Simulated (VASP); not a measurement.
# Si (Imma) in VASP: a series of runs

Si is run at these levels: LDA; tasks: single point.

Program: VASP 6.6.1. These are calculated values, not measurements. Logs are shortened: lines on timing, memory, paths and dates and some standing lists are left out, and cuts for length are marked.

## (1) The cell of the first run

The structure is orthorhombic, space group Imma (No. 74). Conventional cell: a = 3.820 Å, b = 3.820 Å, c = 5.402 Å, α = 90.00°, β = 90.00°, γ = 90.00°. Within 3.1 Å of Si (site symmetry mm2) lie 4 Si at 2.31 to 2.37 Å.

## (2) Single point, LDA

INCAR reads:

```
  PREC = Accurate
  ENCUT = 520
  EDIFF = 1E-7
  ISMEAR = 0
  SIGMA = 0.05
  LREAL = False
  LASPH = True
  NELM = 100
  ALGO = Normal
  ISIF = 2
  LWAVE = False
  LCHARG = True
  LELF = True
  LVHAR = True
  NBANDS = 11
```

KPOINTS reads:

```
regular mesh
0
Gamma
  12 12 12
```

POSCAR reads:

```
Si
1.0
    0.0000000000      2.7009735863      2.7009735863
    2.7009735863      0.0000000000      2.7009735863
    2.7009735863      2.7009735863      0.0000000000
Si
2
Direct
    0.5044428424      0.4955571576      0.4955571576
    0.7455571576      0.7544428424      0.7544428424
```

Potentials or basis: VASP PAW LDA potentials, release 64 (Si).

Launch:

```sh
> cat potpaw_LDA.64/Si/POTCAR > POTCAR
> mpirun -np 1 vasp_std > vasp.out
```

OUTCAR:

```text
PREC = Accurate
   ENCUT = 520
   EDIFF = 1E-7
   ISMEAR = 0
   LREAL = False
   LASPH = True
   NELM = 100
   ISIF = 2

 ion  position               nearest neighbor table
   1  0.504  0.496  0.496-   2 2.31   2 2.31   2 2.37   2 2.37
   2  0.746  0.754  0.754-   1 2.31   1 2.31   1 2.37   1 2.37

  LATTYP: Found a face centered cubic cell.
 ALAT       =     5.4019471726

  Lattice vectors:

 A1 = (   0.0000000000,   2.7009735863,   2.7009735863)
 A2 = (   2.7009735863,   0.0000000000,   2.7009735863)
 A3 = (   2.7009735863,   2.7009735863,   0.0000000000)

Analysis of symmetry for initial positions (statically):
=====================================================================
 Subroutine PRICEL returns:
 Original cell was already a primitive cell.

 Routine SETGRP: Setting up the symmetry group for a
 face centered cubic supercell.

 Subroutine GETGRP returns: Found  8 space group operations
 (whereof  4 operations were pure point group operations)
 out of a pool of 48 trial point group operations.

The static configuration has the point symmetry C_2v.
 The point group associated with its full space group is D_2h.

Analysis of symmetry for dynamics (positions and initial velocities):
=====================================================================
 Subroutine PRICEL returns:
 Original cell was already a primitive cell.

 Routine SETGRP: Setting up the symmetry group for a
 face centered cubic supercell.

 Subroutine GETGRP returns: Found  8 space group operations
 (whereof  4 operations were pure point group operations)
 out of a pool of 48 trial point group operations.

The dynamic configuration has the point symmetry C_2v.
 The point group associated with its full space group is D_2h.

 Subroutine INISYM returns: Found  8 space group operations
 (whereof  4 operations are pure point group operations),
 and found     1 'primitive' translations

----------------------------------------------------------------------------------------

                                     Primitive cell

  volume of cell :      39.4086

  direct lattice vectors                    reciprocal lattice vectors
     0.000000000  2.700973586  2.700973586    -0.185118434  0.185118434  0.185118434
     2.700973586  0.000000000  2.700973586     0.185118434 -0.185118434  0.185118434
     2.700973586  2.700973586  0.000000000     0.185118434  0.185118434 -0.185118434

  length of vectors
     3.819753477  3.819753477  3.819753477     0.320634533  0.320634533  0.320634533

  position of ions in fractional coordinates (direct lattice)
     0.504442842  0.495557158  0.495557158
[... 88 lines left out ...]
   PSTRESS=    0.0 pullay stress
   NELECT =       8.0000    total number of electrons
   NUPDOWN=      -1.0000    fix difference up-down
   EMIN   =  10.00;   EMAX   =-10.00  energy-range for DOS
   EFERMI =   0.00;   METHOD = LEGACY
   ISMEAR =     0;   SIGMA  =   0.05  broadening in eV -4-tet -1-fermi 0-gaus
   EFERMI_NEDOS =   21; number of points for ismear=-14 and -15
   IALGO  =     38    algorithm
   IMIX   =      4    mixing-type and parameters
     AMIX     =   0.40;   BMIX     =  1.00
     AMIX_MAG =   1.60;   BMIX_MAG =  1.00
  volume/ion in A,a.u.               =      19.70       132.97
  Fermi-wavevector in a.u.,A,eV,Ry     =   0.962146  1.818193 12.595263  0.925726
  Thomas-Fermi vector in A             =   2.091580
   LORBIT       =      0    0 simple, 1 ext, 2 COOP (PROOUT), +10 PAW based schemes
   GGA     = CA    functional components
   LHFCALC =     F    Hartree Fock is set to
   AEXX    =    0.0000 exact exchange contribution
   IVDW    =     0    specifies the selected vdW correction
   LEPSILON=     F    determine dielectric tensor
   LRPA    =     F    only Hartree local field effects (RPA)
 non-spin polarized calculation
 Gauss-broadening in eV      SIGMA  =   0.05
  energy-cutoff  :      520.00
  volume of cell :       39.41
 maximum number of plane-waves:      1074
   NGX = 15   NGY = 15   NGZ = 15

 number of electron       8.0000000 magnetization

 Free energy of the ion-electron system (eV)
  ---------------------------------------------------
  ext. energy  EPLUGINS =         0.00000000
  ---------------------------------------------------
  free energy    TOTEN  =       -11.90410776 eV

  energy without entropy =      -11.90410613  energy(sigma->0) =      -11.90410694

 E-fermi :   6.2531     XC(G=0):  -9.6659

 val. band max:        6.1654391635   @ k =   0.0000   0.0000   0.0000
 cond. band min:       6.3525444188   @ k =   0.0000   0.4167   0.4167
 fundamental gap:      0.1871052552
 Fermi energy:         6.2530642088

 k-point     1 :       0.0000    0.0000    0.0000
  band No.  band energies     occupation
      1      -6.1359      2.00000
      2       5.7014      2.00000
      3       5.9388      2.00000
      4       6.1654      1.98680
      5       8.3270      0.00000
      6       8.4550      0.00000
      7       8.5995      0.00000
      8       9.3221      0.00000
      9      13.6652      0.00000
     10      13.6718      0.00000
     11      13.6802      0.00000
[... 309 lines left out ...]
 k-point    24 :       0.3333    0.0833    0.0000
  band No.  band energies     occupation
      1      -4.8787      2.00000
      2       1.0999      2.00000
      3       4.4674      2.00000
      4       4.6804      2.00000
      5       8.1348      0.00000
      6       9.2087      0.00000
      7       9.9062      0.00000
      8      11.8461      0.00000
      9      14.4929      0.00000
     10      14.6316      0.00000
     11      15.1685      0.00000

 [... further k-points ...]

------------------------ aborting loop because EDIFF is reached ----------------------------------------

  FORCE on cell =-STRESS in cart. coord.  units (eV):
  Direction    XX          YY          ZZ          XY          YZ          ZX
  --------------------------------------------------------------------------------------
  -------------------------------------------------------------------------------------
  Total        0.0064673      0.0454045      0.0454045      0.0000000     -0.4794832      0.0000000
  in kB        0.2629323      1.8459451      1.8459451      0.0000000    -19.4936416      0.0000000
  external PRESSURE =       1.3182741 kB  Pullay stress =       0.0000000 kB

 VOLUME and BASIS-vectors are now :
 -----------------------------------------------------------------------------
  energy-cutoff  :      520.00
  volume of cell :       39.41
      direct lattice vectors                 reciprocal lattice vectors
     0.000000000  2.700973586  2.700973586    -0.185118434  0.185118434  0.185118434
     2.700973586  0.000000000  2.700973586     0.185118434 -0.185118434  0.185118434
     2.700973586  2.700973586  0.000000000     0.185118434  0.185118434 -0.185118434

 POSITION                                       TOTAL-FORCE (eV/Angst)
 -----------------------------------------------------------------------------------
      2.67697      2.70097      2.70097         0.650810      0.000000      0.000000
      4.07546      4.05146      4.05146        -0.650810      0.000000      0.000000
 -----------------------------------------------------------------------------------
    total drift:                                0.000000      0.000000     -0.000000

  FREE ENERGIE OF THE ION-ELECTRON SYSTEM (eV)
  ---------------------------------------------------
  free  energy   TOTEN  =       -11.9041077599 eV

  energy  without entropy=      -11.9041061279  energy(sigma->0) =      -11.90410694
```

OSZICAR:

```text
N       E                     dE             d eps       ncg     rms          rms(c)
DAV:   1     0.764147368398E+01    0.76415E+01   -0.33346E+03  6176   0.592E+02
DAV:   2    -0.115928686561E+02   -0.19234E+02   -0.18424E+02  8335   0.878E+01
DAV:   3    -0.121715549983E+02   -0.57869E+00   -0.57718E+00  7989   0.136E+01
DAV:   4    -0.121760764914E+02   -0.45215E-02   -0.45210E-02  7432   0.150E+00
DAV:   5    -0.121761226462E+02   -0.46155E-04   -0.46154E-04  7919   0.141E-01    0.512E+00
DAV:   6    -0.119884932808E+02    0.18763E+00   -0.10967E-01  7053   0.131E+00    0.306E+00
DAV:   7    -0.119039520194E+02    0.84541E-01   -0.19331E-01  7168   0.180E+00    0.244E-01
DAV:   8    -0.119041290058E+02   -0.17699E-03   -0.81561E-03  7018   0.495E-01    0.843E-02
DAV:   9    -0.119041025532E+02    0.26453E-04   -0.21927E-04  7638   0.797E-02    0.636E-02
DAV:  10    -0.119041079962E+02   -0.54429E-05   -0.15701E-05  7211   0.234E-02    0.262E-02
DAV:  11    -0.119041077581E+02    0.23809E-06   -0.11150E-06  7327   0.537E-03    0.202E-03
DAV:  12    -0.119041077599E+02   -0.18302E-08   -0.28707E-08  4522   0.105E-03
   1 F= -.11904108E+02 E0= -.11904107E+02  d E =-.163197E-05
```

stdout:

```text
POSCAR found type information on POSCAR Si
 POSCAR found :  1 types and       2 ions
 scaLAPACK will be used
 LDA part: xc-table for (Slater(with rela. corr.)+CA(PZ))
 , standard interpolation
 POSCAR, INCAR and KPOINTS ok, starting setup
 FFT: planning ... GRIDC
 FFT: planning ... GRID_SOFT
 FFT: planning ... GRID
 WAVECAR not read
 entering main loop
```

It took 2 min on 1 thread of Intel Xeon Platinum 8259CL at 2.50GHz (Skylake/Cascade Lake), shared host; peak memory 0.2 GiB.

What came out:

* Free energy: -11.9041 eV
* Pressure: 0.1 GPa
* Largest force: 0.651 eV/Å
* Band gap on the k mesh: 0.19 eV, indirect (least direct gap 2.16 eV)

Forces on the atoms (eV/Å):
```
Si   0.651  0.000  0.000
Si  -0.651  0.000  0.000
```

Stress tensor (GPa, compression positive):
```
 0.03  0.00  0.00
 0.00  0.18 -1.95
 0.00 -1.95  0.18
```

A k mesh can miss the band edges.

## (3) Single point, LDA

INCAR reads:

```
ALGO = Normal
EDIFF = 1E-6
ENCUT = 520
GGA = CA
ISIF = 2
ISMEAR = 0
LASPH = True
LCHARG = False
LREAL = False
LWAVE = False
NBANDS = 11
NELM = 60
PREC = Accurate
SIGMA = 0.05
```

KPOINTS reads:

```
k-points
0
Gamma
  12 12 12
```

POSCAR reads:

```
Si
1.0
    0.0000000000      2.7009735863      2.7009735863
    2.7009735863      0.0000000000      2.7009735863
    2.7009735863      2.7009735863      0.0000000000
Si
2
Direct
    0.5088856848      0.4911143152      0.4911143152
    0.7411143152      0.7588856848      0.7588856848
```

Potentials or basis: VASP PAW LDA potentials, release 64 (Si).

Launch:

```sh
> cat potpaw_LDA.64/Si/POTCAR > POTCAR
> mpirun -np 1 vasp_std > vasp.out
```

Run time: 1.7 min. Hardware: 1 thread of Intel Xeon Platinum 8259CL at 2.50GHz (Skylake/Cascade Lake), shared host; peak memory 0.2 GiB.

The run converged. Its results:

- Free energy: -11.8576 eV
- Pressure: 0.4 GPa
- Largest force: 1.282 eV/Å
- Band gap on the k mesh: zero (band 4 reaches 6.40 eV, above the bottom of band 5 at 6.28 eV)

Forces on the atoms (eV/Å):
```
Si   1.282  0.000  0.000
Si  -1.282  0.000  0.000
```

Stress tensor (GPa, compression positive):
```
-0.06  0.00  0.00
 0.00  0.59 -3.95
 0.00 -3.95  0.59
```

Levels at points of the mesh, in eV from the Fermi level:
| k point | band 1 | band 2 | band 3 | band 4 | band 5 | band 6 | band 7 | band 8 | band 9 |
| --- | --- | --- | --- | --- | --- | --- | --- | --- | --- |
| (0.00, 0.00, 0.00) | -12.43 | -0.81 | -0.33 | 0.11 | 1.91 | 2.15 | 2.45 | 3.03 | 7.37 |
| (0.50, 0.00, 0.00) | -10.16 | -7.19 | -1.87 | -1.35 | 1.07 | 2.56 | 3.13 | 7.09 | 10.39 |
| (0.00, 0.50, 0.00) | -9.94 | -7.65 | -1.73 | -1.27 | 1.18 | 2.73 | 3.31 | 7.25 | 9.97 |
| (0.50, 0.50, 0.00) | -8.23 | -8.23 | -3.23 | -3.23 | 0.21 | 0.21 | 9.79 | 9.79 | 10.51 |
| (0.00, 0.50, 0.50) | -8.51 | -7.92 | -3.42 | -3.10 | -0.01 | 0.45 | 9.68 | 9.82 | 10.61 |

Caveat: forces of over 1 eV/Å act on the atoms, so gaps and moduli don't describe the material at rest.
